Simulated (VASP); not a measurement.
## SnO2: single point with PBE0

The system is SnO2.

```
CELL_PARAMETERS angstrom
4.73800 0.00000 0.00000
0.00000 4.73800 0.00000
0.00000 0.00000 3.18650
ATOMIC_POSITIONS crystal
Sn 0.50000 0.50000 0.50000
Sn 0.00000 0.00000 0.00000
O 0.80710 0.19290 0.50000
O 0.69290 0.69290 0.00000
O 0.19290 0.80710 0.50000
O 0.30710 0.30710 0.00000
```

```
Program             : VASP 6.6.1
Task                : single point
Functional          : PBE0
Potentials or basis : VASP PAW PBE potentials, release 64 (Sn_d, O)
Cutoff              : 520 eV
k mesh              : 4 × 4 × 6
Occupations         : gaussian, width 0.01 eV
Spin                : no spin polarisation
```

```json
{"Pressure": "2.5 GPa", "Largest force": "0.202 eV/Å", "Band gap on the k mesh": "3.77 eV"}
```

Forces in eV/Å, atoms in the order of the input:
```
Sn   0.000  0.000  0.000
Sn   0.000  0.000  0.000
O   -0.143  0.143  0.000
O    0.143  0.143  0.000
O    0.143 -0.143  0.000
O   -0.143 -0.143  0.000
```

Stress tensor (GPa, compression positive):
```
2.34 0.00 0.00
0.00 2.34 0.00
0.00 0.00 2.83
```

Levels at points of the mesh, in eV from the valence-band top:
```tsv
k point	band 23	band 24	band 25	band 26	band 27	band 28	band 29	band 30
(0.00, 0.00, 0.00)	-1.02	-0.71	-0.71	0.00	3.77	8.96	9.00	9.00
(0.50, 0.00, 0.00)	-0.97	-0.97	-0.60	-0.60	7.12	7.12	9.78	9.78
(0.50, 0.50, 0.00)	-1.11	-1.11	-0.98	-0.98	7.60	7.60	10.24	10.24
(0.00, 0.00, 0.50)	-1.78	-1.78	-1.36	-1.36	9.18	9.18	12.62	12.62
(0.50, 0.00, 0.50)	-1.17	-1.17	-0.49	-0.49	9.47	9.47	10.85	10.85
(0.50, 0.50, 0.50)	-0.97	-0.97	-0.91	-0.91	7.68	7.68	11.61	11.61
```

Run time: 18 min on 4 MPI ranks on Intel(R) Xeon(R) Platinum 8559C (Emerald Rapids), with other jobs on the host, peak memory 0.23 GiB a rank.

Caveat: the PAW data sets were made with another functional, which shifts forces and pressure a little; spin-orbit coupling is left out, which moves the levels of the heavy elements.
